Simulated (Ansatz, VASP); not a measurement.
**Hf: VASP beside Ansatz**

File INCAR:

```
SYSTEM = Hf
PREC = Accurate
ENCUT = 520
EDIFF = 1E-7
ISMEAR = -1
SIGMA = 0.1
LREAL = .FALSE.
LASPH = .TRUE.
NELM = 100
ALGO = Normal
ISIF = 2
LWAVE = .FALSE.
LCHARG = .FALSE.
GGA = PE
NBANDS = 11
```

The input KPOINTS:

```
Automatic mesh
0
G
  18 18 18
  0 0 0
```

The input POSCAR:

```
Hf
1.0
    2.7956841700      0.0000000000      0.0000000000
    0.0000000000      2.7956841700      0.0000000000
    0.0000000000      0.0000000000      2.7956841700
Hf
1
Direct
    0.0000000000      0.0000000000      0.0000000000
```

Input for Ansatz:

```yaml
crystal:
  lattice:
    - [2.79568417, 0.0, 0.0]
    - [0.0, 2.79568417, 0.0]
    - [0.0, 0.0, 2.79568417]
  atoms:
    - { symbol: Hf, position: [0.0, 0.0, 0.0] }
hamiltonian:
  xc: pbe
  pseudopotentials:
    kind: paw
    azcp:
      Hf: "pseudopotentials/Hf.paw.azcp"
basis:
  ecutwfc: 420
  fft_grid_basis: typed
kpoints:
  mp_grid: { grid: [18, 18, 18], shift: [0, 0, 0] }
magnetization:
  spin_polarized: false
scf:
  occupations: { method: fermi_dirac, width: 0.1 }
output:
  stress: true
```

Alike in both runs: task single point; functional PBE; k mesh 18 × 18 × 18; occupations fermi-dirac, width 0.1 eV; no spin polarisation.

|  | VASP | Ansatz |
| --- | --- | --- |
| version | VASP 6.6.1 | Ansatz 0.2.0 |
| potentials or method | VASP PAW PBE potentials, release 64 (Hf_pv), cutoff 520 eV | plane waves (420 eV) with PAW, scalar-relativistic |
| valence electrons in the cell | 10 | 26 |

|  | VASP | Ansatz | Ansatz less VASP |
| --- | --- | --- | --- |
| pressure (GPa) | 11.2 | 11.6 | +0.39 |

The functional is the same, so the differences come from potentials, cutoffs and numerics. VASP's potentials hold 10 valence electrons a cell and Ansatz's 26, so a difference there can come from the potentials and not from the codes.

Spin-orbit coupling is off throughout.
